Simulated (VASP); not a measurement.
# SrVO3 (Pm-3m) in VASP: a series of runs, part 2 of 2

VASP 6.6.1. The steps go on from the part before.

## Step 4: Single point, PBE+U, collinear spin, ferromagnetic start

The input, INCAR:

```
SYSTEM = SrVO3
ALGO     = Normal         ! electronic algorithm
EDIFF    = 1E-7           ! SCF threshold, eV
ENCUT    = 520            ! plane-wave cutoff, eV
GGA      = PE             ! functional
ISIF     = 2              ! what is computed and relaxed
ISMEAR   = -1             ! smearing method
ISPIN    = 2              ! spin polarisation
LASPH    = .TRUE.         ! aspherical terms in the spheres
LCHARG   = .TRUE.         ! write CHGCAR
LDAU     = .TRUE.         ! DFT+U
LDAUJ    = 0 0 0        
LDAUL    = -1 2 -1        ! shell
LDAUPRINT= 1            
LDAUTYPE = 2            
LDAUU    = 0 6.2 0        ! U, eV
LELF     = .TRUE.         ! ELF
LMAXMIX  = 4              ! l up to which the mixer works
LORBIT   = 11             ! projections on sites
LREAL    = .FALSE.        ! projectors in reciprocal space
LVHAR    = .TRUE.       
LWAVE    = .FALSE.        ! write WAVECAR
MAGMOM   = 0 0.47 0 0 0   ! initial moments
NBANDS   = 32             ! bands
NELM     = 150            ! most SCF steps
NUPDOWN  = 0.47           ! fixed moment
PREC     = Accurate       ! precision mode
SIGMA    = 0.1            ! smearing width, eV
```

The input, KPOINTS:

```
k-points
0
G
  5 5 5
  0 0 0
```

The input, POSCAR:

```
SrVO3
1.0
    3.8425000000      0.0000000000      0.0000000000
    0.0000000000      3.8425000000      0.0000000000
    0.0000000000      0.0000000000      3.8425000000
Sr V O
1 1 3
Direct
    0.0000000000      0.0000000000      0.0000000000
    0.5000000000      0.5000000000      0.5000000000
    0.5000000000      0.0000000000      0.5000000000
    0.0000000000      0.5000000000      0.5000000000
    0.5000000000      0.5000000000      0.0000000000
```

Potentials or basis: VASP PAW PBE potentials, release 64 (Sr_sv, V_sv, O).

Command:

```bash
$ cat potpaw_PBE.64/Sr_sv/POTCAR potpaw_PBE.64/V_sv/POTCAR potpaw_PBE.64/O/POTCAR > POTCAR
$ mpirun -np 1 vasp_std > vasp.out
```

OUTCAR:

```text
SYSTEM = SrVO3
   EDIFF = 1E-7
   ENCUT = 520
   GGA = PE
   ISIF = 2
   ISMEAR = -1
   ISPIN = 2
   LASPH = .TRUE.
   LORBIT = 11
   LREAL = .FALSE.
   NELM = 150
   NUPDOWN = 0.47
   PREC = Accurate

 ion  position               nearest neighbor table
   1  0.000  0.000  0.000-   3 2.72   4 2.72   5 2.72   3 2.72   4 2.72   4 2.72   5 2.72   4 2.72
                             3 2.72   5 2.72   3 2.72   5 2.72   2 3.33   2 3.33   2 3.33   2 3.33
   2  0.500  0.500  0.500-   3 1.92   4 1.92   5 1.92   5 1.92   3 1.92   4 1.92   1 3.33   1 3.33
                             1 3.33   1 3.33   1 3.33   1 3.33   1 3.33   1 3.33
   3  0.500  0.000  0.500-   2 1.92   2 1.92   1 2.72   1 2.72   1 2.72   1 2.72
   4  0.000  0.500  0.500-   2 1.92   2 1.92   1 2.72   1 2.72   1 2.72   1 2.72
   5  0.500  0.500  0.000-   2 1.92   2 1.92   1 2.72   1 2.72   1 2.72   1 2.72

  LATTYP: Found a simple cubic cell.
 ALAT       =     3.8425000000

  Lattice vectors:

 A1 = (   3.8425000000,   0.0000000000,   0.0000000000)
 A2 = (   0.0000000000,   3.8425000000,   0.0000000000)
 A3 = (   0.0000000000,   0.0000000000,   3.8425000000)

Analysis of symmetry for initial positions (statically):
=====================================================================
 Subroutine PRICEL returns:
 Original cell was already a primitive cell.

 Routine SETGRP: Setting up the symmetry group for a
 simple cubic supercell.

 Subroutine GETGRP returns: Found 48 space group operations
 (whereof 48 operations were pure point group operations)
 out of a pool of 48 trial point group operations.

The static configuration has the point symmetry O_h .

Analysis of symmetry for dynamics (positions and initial velocities):
=====================================================================
 Subroutine PRICEL returns:
 Original cell was already a primitive cell.

 Routine SETGRP: Setting up the symmetry group for a
 simple cubic supercell.

 Subroutine GETGRP returns: Found 48 space group operations
 (whereof 48 operations were pure point group operations)
 out of a pool of 48 trial point group operations.

The dynamic configuration has the point symmetry O_h .

Analysis of structural, dynamic, and magnetic symmetry:
=====================================================================
 Subroutine PRICEL returns:
 Original cell was already a primitive cell.

 Routine SETGRP: Setting up the symmetry group for a
 simple cubic supercell.

 Subroutine GETGRP returns: Found 48 space group operations
 (whereof 48 operations were pure point group operations)
 out of a pool of 48 trial point group operations.

The overall configuration has the point symmetry O_h .

 Subroutine INISYM returns: Found 48 space group operations
 (whereof 48 operations are pure point group operations),
 and found     1 'primitive' translations

----------------------------------------------------------------------------------------
[... 142 lines left out ...]
  0.0000 -0.0000  0.2826 -0.0000 -0.0000
 -0.0000 -0.0000 -0.0000  0.1818 -0.0000
  0.0000 -0.0000 -0.0000 -0.0000  0.2826

 occupancies and eigenvectors

  o =  0.1818  v =  0.0000  0.0000  0.0000  0.0000  0.0000  1.0000  0.0000  0.0000  0.0000  0.0000      0.0000  0.0000  0.0000  0.0000  0.0000  0.0000  0.0000  0.0000  0.0000  0.0000
  o =  0.1818  v =  0.0000  0.0000  0.0000  0.0000  0.0000  0.0000 -0.9409  0.0000  0.3388 -0.0000      0.0000  0.0000  0.0000  0.0000  0.0000  0.0000  0.0000  0.0000  0.0000  0.0000
  o =  0.1818  v =  0.0000  0.0000  0.0000  0.0000  0.0000  0.0000 -0.3388  0.0000 -0.9409  0.0000      0.0000  0.0000  0.0000  0.0000  0.0000  0.0000  0.0000  0.0000  0.0000  0.0000
  o =  0.2826  v =  0.0000  0.0000  0.0000  0.0000  0.0000  0.0000 -0.0000  0.0276  0.0000  0.9996      0.0000  0.0000  0.0000  0.0000  0.0000  0.0000  0.0000  0.0000  0.0000  0.0000
  o =  0.2826  v =  0.0000  0.0000  0.0000  0.0000  0.0000  0.0000 -0.0000 -0.9996 -0.0000  0.0276      0.0000  0.0000  0.0000  0.0000  0.0000  0.0000  0.0000  0.0000  0.0000  0.0000
  o =  0.2986  v =  0.0000 -0.0000  0.0297 -0.0000  0.9996  0.0000  0.0000  0.0000  0.0000  0.0000      0.0000  0.0000  0.0000  0.0000  0.0000  0.0000  0.0000  0.0000  0.0000  0.0000
  o =  0.2986  v =  0.0000  0.0000 -0.9996 -0.0000  0.0297  0.0000  0.0000  0.0000  0.0000  0.0000      0.0000  0.0000  0.0000  0.0000  0.0000  0.0000  0.0000  0.0000  0.0000  0.0000
  o =  0.3685  v =  1.0000  0.0000  0.0000  0.0000  0.0000  0.0000  0.0000  0.0000  0.0000  0.0000      0.0000  0.0000  0.0000  0.0000  0.0000  0.0000  0.0000  0.0000  0.0000  0.0000
  o =  0.3685  v =  0.0000 -0.9924 -0.0000  0.1231  0.0000  0.0000  0.0000  0.0000  0.0000  0.0000      0.0000  0.0000  0.0000  0.0000  0.0000  0.0000  0.0000  0.0000  0.0000  0.0000
  o =  0.3685  v =  0.0000 -0.1231 -0.0000 -0.9924 -0.0000  0.0000  0.0000  0.0000  0.0000  0.0000      0.0000  0.0000  0.0000  0.0000  0.0000  0.0000  0.0000  0.0000  0.0000  0.0000

 number of electron      41.0000017 magnetization       0.4700000

 Free energy of the ion-electron system (eV)
  ---------------------------------------------------
  ext. energy  EPLUGINS =         0.00000000
  ---------------------------------------------------
  free energy    TOTEN  =       -33.00518274 eV

  energy without entropy =      -32.93158204  energy(sigma->0) =      -32.96838239

 E-fermi :   7.3162     XC(G=0): -11.5752

 val. band max:        6.8377248078   @ k =   0.4000   0.0000   0.0000
 cond. band min:       6.2756635250   @ k =   0.2000   0.2000   0.2000
 fundamental gap:     -0.5620612828
 Fermi energy:         6.1851804489

 spin component 1

 k-point     1 :       0.0000    0.0000    0.0000
  band No.  band energies     occupation
      1     -60.8102      1.00000
      2     -34.6000      1.00000
      3     -34.6000      1.00000
      4     -34.6000      1.00000
      5     -28.1293      1.00000
      6     -13.3634      1.00000
[... 339 lines left out ...]
     31      15.5636      0.00000
     32      18.9071      0.00000
 Fermi energy:         7.3162268385

 spin component 2

 k-point     1 :       0.0000    0.0000    0.0000
  band No.  band energies     occupation
      1     -60.1854      1.00000
      2     -33.9832      1.00000
      3     -33.9832      1.00000
      4     -33.9832      1.00000
      5     -28.1321      1.00000
      6     -13.4139      1.00000
[... 339 lines left out ...]
     31      15.5746      0.00000
     32      18.9010      0.00000

------------------------ aborting loop because EDIFF is reached ----------------------------------------

  FORCE on cell =-STRESS in cart. coord.  units (eV):
  Direction    XX          YY          ZZ          XY          YZ          ZX
  --------------------------------------------------------------------------------------
  -------------------------------------------------------------------------------------
  Total        3.3197949      3.3197949      3.3197949     -0.0000000      0.0000000      0.0000000
  in kB       93.7519286     93.7519286     93.7519286     -0.0000000      0.0000000      0.0000000
  external PRESSURE =      93.7519286 kB  Pullay stress =       0.0000000 kB

 VOLUME and BASIS-vectors are now :
 -----------------------------------------------------------------------------
  energy-cutoff  :      520.00
  volume of cell :       56.73
      direct lattice vectors                 reciprocal lattice vectors
     3.842500000  0.000000000  0.000000000     0.260247235  0.000000000  0.000000000
     0.000000000  3.842500000  0.000000000     0.000000000  0.260247235  0.000000000
     0.000000000  0.000000000  3.842500000     0.000000000  0.000000000  0.260247235

 POSITION                                       TOTAL-FORCE (eV/Angst)
 -----------------------------------------------------------------------------------
      0.00000      0.00000      0.00000         0.000000      0.000000      0.000000
      1.92125      1.92125      1.92125         0.000000      0.000000      0.000000
      1.92125      0.00000      1.92125         0.000000      0.000000      0.000000
      0.00000      1.92125      1.92125         0.000000      0.000000      0.000000
      1.92125      1.92125      0.00000         0.000000      0.000000      0.000000
 -----------------------------------------------------------------------------------
    total drift:                                0.000000      0.000000     -0.000000

  FREE ENERGIE OF THE ION-ELECTRON SYSTEM (eV)
  ---------------------------------------------------
  free  energy   TOTEN  =       -33.0051827361 eV

  energy  without entropy=      -32.9315820441  energy(sigma->0) =      -32.96838239

 total charge

# of ion       s       p       d       tot
------------------------------------------
    1        2.000   5.803   0.222   8.026
    2        2.298   6.367   2.779  11.444
    3        1.563   3.505   0.000   5.068
    4        1.563   3.505   0.000   5.068
    5        1.563   3.505   0.000   5.068
--------------------------------------------------
tot          8.988  22.684   3.001  34.674

 magnetization (x)

# of ion       s       p       d       tot
------------------------------------------
    1       -0.000  -0.002  -0.001  -0.003
    2        0.005   0.006   0.590   0.601
    3       -0.001  -0.044   0.000  -0.046
    4       -0.001  -0.044   0.000  -0.046
    5       -0.001  -0.044   0.000  -0.046
--------------------------------------------------
tot          0.000  -0.128   0.589   0.461
```

It took 48 s on 1 thread of Intel Xeon Platinum 8488C (Sapphire Rapids), shared host; peak memory 0.2 GiB.

Results:

```
Free energy                                           : -33.0052 eV
Pressure                                              : 9.4 GPa
Net moment                                            : 0.47 μB per cell
Site moments                                          : Sr -0.00; V +0.60; O -0.05 μB
Valence electrons inside the program's atomic spheres : Sr 8.03; V 11.44; O 5.07
```

Eigenvalues of the final occupation matrices:
| site | spin | trace | eigenvalues |
| --- | --- | --- | --- |
| site 2 d | 1 | 1.70 | 0.30 0.30 0.37 0.37 0.37 |
| site 2 d | 2 | 1.11 | 0.18 0.18 0.18 0.28 0.28 |

Caveat: the total moment is fixed, so each spin has its own Fermi level. The state reached can hang on the start; a lower one may exist.

## Step 5: Single point, PBE+U, collinear spin, ferromagnetic start

The input, INCAR:

```
SYSTEM = SrVO3
  ALGO = Normal
  EDIFF = 1E-7
  ENCUT = 520
  GGA = PE
  ISIF = 2
  ISMEAR = -1
  ISPIN = 2
  LASPH = .TRUE.
  LCHARG = .FALSE.
  LDAU = .TRUE.
  LDAUJ = 0 0 0
  LDAUL = -1 2 -1
  LDAUPRINT = 1
  LDAUTYPE = 2
  LDAUU = 0 6.2 0
  LMAXMIX = 4
  LORBIT = 11
  LREAL = .FALSE.
  LWAVE = .FALSE.
  MAGMOM = 0 0.95 0 0 0
  NBANDS = 32
  NELM = 150
  NUPDOWN = 0.95
  PREC = Accurate
  SIGMA = 0.1
```

KPOINTS is that of step 4.

POSCAR is that of step 4.

Command:

```bash
$ cat potpaw_PBE.64/Sr_sv/POTCAR potpaw_PBE.64/V_sv/POTCAR potpaw_PBE.64/O/POTCAR > POTCAR
$ mpirun -np 1 vasp_std > vasp.out
```

Wall time 44 s (1 thread of Intel Xeon Platinum 8488C (Sapphire Rapids), shared host); peak memory 0.2 GiB.

The run converged. Its results:

| Property | Result |
| --- | --- |
| Free energy | -33.3708 eV |
| Pressure | 11.1 GPa |
| Net moment | 0.95 μB per cell |
| Site moments | Sr -0.00; V +1.19; O -0.09 μB |
| Valence electrons inside the program's atomic spheres | Sr 8.03; V 11.45; O 5.07 |

Eigenvalues of the final occupation matrices:
| site | spin | trace | eigenvalues |
| --- | --- | --- | --- |
| site 2 d | 1 | 2.00 | 0.30 0.30 0.46 0.46 0.46 |
| site 2 d | 2 | 0.82 | 0.09 0.09 0.09 0.27 0.27 |

Caveat: the total moment is fixed, so each spin has its own Fermi level.

## Step 6: Single point, PBE+U, collinear spin, ferromagnetic start

INCAR, as its differences from that of step 5:

```diff
@@ -2,3 +2,3 @@
   ALGO = Normal
-  EDIFF = 1E-7
+  EDIFF = 1E-6
   ENCUT = 520
@@ -20,6 +20,6 @@
   LWAVE = .FALSE.
-  MAGMOM = 0 0.95 0 0 0
+  MAGMOM = 0 1.42 0 0 0
   NBANDS = 32
   NELM = 150
-  NUPDOWN = 0.95
+  NUPDOWN = 1.42
   PREC = Accurate
```

KPOINTS is that of step 5.

POSCAR is that of step 5.

Potentials or basis: VASP PAW PBE potentials, release 64 (Sr_sv, V_sv, O).

Command:

```bash
$ cat potpaw_PBE.64/Sr_sv/POTCAR potpaw_PBE.64/V_sv/POTCAR potpaw_PBE.64/O/POTCAR > POTCAR
$ mpirun -np 1 vasp_std > vasp.out
```

Run time: 37 s. Hardware: 1 thread of Intel Xeon Platinum 8488C (Sapphire Rapids), shared host; peak memory 0.2 GiB.

It converged, with:

```
Free energy                                           : -33.0673 eV
Pressure                                              : 14.2 GPa
Net moment                                            : 1.42 μB per cell
Site moments                                          : Sr -0.00; V +1.39; O -0.02 μB
Valence electrons inside the program's atomic spheres : Sr 8.03; V 11.49; O 5.07
```

Eigenvalues of the final occupation matrices:
```tsv
site	spin	trace	eigenvalues
site 2 d	1	2.12	0.29 0.29 0.51 0.51 0.51
site 2 d	2	0.75	0.08 0.08 0.08 0.26 0.26
```

Caveat: the total moment is fixed, so each spin has its own Fermi level.

## Step 7: The runs side by side

```csv
spin,fixed moment (μB),pressure (GPa),moment (μB)
"collinear, ferromagnetic start",-,11.4,1.00
"collinear, zero start",0.0,8.9,0.00
"collinear, ferromagnetic start",0.47,9.4,0.47
"collinear, ferromagnetic start",0.95,11.1,0.95
"collinear, ferromagnetic start",1.42,14.2,1.42
```

Alike in all rows: task single point; level PBE+U; potentials or basis VASP PAW PBE potentials, release 64 (Sr_sv, V_sv, O); V d U = 6.2 eV; cell as given; k mesh 5 × 5 × 5; cutoff (eV) 520; smearing fermi-dirac 0.1 eV.

Caveats: the total moment is fixed, so each spin has its own Fermi level (some runs).

Total energies depend on the potentials used, so only differences within one code and one set of settings carry meaning.
